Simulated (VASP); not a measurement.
**NaF: single point with PBEsol**

NaF:

```xyz
2
Lattice="0.0000 2.3150 2.3150 2.3150 0.0000 2.3150 2.3150 2.3150 0.0000" Properties=species:S:1:pos:R:3 pbc="T T T"
Na    0.0000    0.0000    0.0000
F     2.3150    2.3150    2.3150
```

* Program: VASP 6.6.1
* Task: single point
* Functional: PBEsol
* Potentials or basis: VASP PAW PBE potentials, release 64 (Na_pv, F)
* Cutoff: 520 eV
* k mesh: 9 × 9 × 9
* Occupations: fermi-dirac, width 0.05 eV
* Spin: no spin polarisation
* Dipole correction: no
* Further INCAR settings: ALGO = Normal; EDIFF = 1e-06; NBANDS = 14

```
Pressure               : -0.1 GPa
Band gap on the k mesh : 6.17 eV, direct
```

Levels at points of the mesh, in eV from the valence-band top:
| k point | band 3 | band 4 | band 5 | band 6 | band 7 | band 8 | band 9 | band 10 | band 11 | band 12 |
| --- | --- | --- | --- | --- | --- | --- | --- | --- | --- | --- |
| (0.00, 0.00, 0.00) | -18.76 | -18.76 | 0.00 | 0.00 | 0.00 | 6.17 | 18.86 | 18.86 | 18.86 | 21.55 |

Wall time 4.2 s on 1 thread of Intel(R) Xeon(R) 6975P-C (Granite Rapids), with other jobs on the host, peak memory 0.13 GiB.

Caveat: the PAW data sets were made with another functional, which shifts forces and pressure a little. A k mesh can miss the band edges.
